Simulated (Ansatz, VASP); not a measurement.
# BP: VASP beside Ansatz

```
B P
1.0
     0.00000    2.26832    2.26832
     2.26832    0.00000    2.26832
     2.26832    2.26832    0.00000
B P
1 1
Direct
  0.00000 0.00000 0.00000
  0.25000 0.25000 0.25000
```

Alike in both runs: task single point; functional LDA; k mesh 6 × 6 × 6; no spin polarisation.

|  | VASP | Ansatz |
| --- | --- | --- |
| version | VASP 6.6.1 | Ansatz 0.2.0 |
| potentials or method | VASP PAW LDA potentials, release 64 (B, P) | plane waves |
| plane-wave cutoff (eV) | 500 | 420 |
| occupations | gaussian, width 0.01 eV | fixed |
| valence electrons in the cell | 8 | 8 |

```csv
,VASP,Ansatz,Ansatz less VASP
gap on the k mesh at the Fermi level (eV),1.29,1.30,+0.001
pressure (GPa),-5.1,-5.0,+0.09
```

LDA's correlation is that of Perdew and Zunger in VASP and of Perdew and Wang (1992) in Ansatz.
